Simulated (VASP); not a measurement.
**Ca5SiN2: single point with PBE**

Crystal: Ca5SiN2.

```
Ca Si N
1.0
     0.00051    0.00858    4.86408
    -4.89352    0.00053   -0.00043
     2.44754   -7.33109   -0.01250
Ca Si N
5 1 2
Direct
  0.00010 0.00003 0.99998
  0.99980 0.33023 0.66052
  0.00026 0.66971 0.33950
  0.50093 0.13864 0.27709
  0.49915 0.86139 0.72284
  0.49989 0.50009 0.00005
  0.99792 0.83495 0.66998
  0.00196 0.16496 0.33004
```

- Program: VASP 6.6.1
- Task: single point
- Functional: PBE
- Potentials or basis: VASP PAW PBE potentials, release 64 (Ca_sv, Si, N)
- Cutoff: 520 eV
- k mesh: 4 × 6 × 6
- Occupations: gaussian, width 0.2 eV
- Spin: no spin polarisation

```yaml
Pressure: 0.2 GPa
Largest_force: 0.021 eV/Å
Band_gap_on_the_k_mesh: zero (bands 32 and 33 overlap by 0.29 eV)
```

Forces in eV/Å, atoms in the order of the input:
```
Ca   0.001 -0.001 -0.002
Ca   0.000 -0.020 -0.001
Ca  -0.002  0.021 -0.001
Ca   0.003  0.006 -0.002
Ca  -0.001 -0.008  0.002
Si   0.001  0.002  0.001
N   -0.001 -0.004  0.004
N   -0.001  0.004 -0.001
```

Stress tensor (GPa, compression positive):
```
 0.17  0.01 -0.01
 0.01  0.20 -0.04
-0.01 -0.04  0.27
```

Levels at points of the mesh, in eV from the Fermi level:
```csv
k point,band 30,band 31,band 32,band 33,band 34,band 35
"(0.00, 0.00, 0.00)",-0.64,-0.52,-0.07,0.02,0.85,1.75
"(0.50, 0.00, 0.00)",-0.93,-0.93,-0.71,0.26,1.85,1.85
"(0.00, 0.50, 0.00)",-1.19,-0.79,-0.42,0.36,0.98,2.32
"(0.50, 0.50, 0.00)",-1.20,-0.84,-0.81,0.72,1.05,1.88
"(0.00, 0.00, 0.50)",-0.84,-0.43,0.22,0.28,1.44,1.47
"(0.50, 0.00, 0.50)",-1.01,-0.80,-0.72,0.64,1.22,1.84
"(0.00, 0.50, 0.50)",-1.19,-0.79,-0.42,0.36,0.98,2.32
"(0.50, 0.50, 0.50)",-1.20,-0.84,-0.81,0.72,1.05,1.88
```

Wall time 27 min on 1 thread of Intel Xeon 8259CL, on a shared host, peak memory 0.58 GiB.
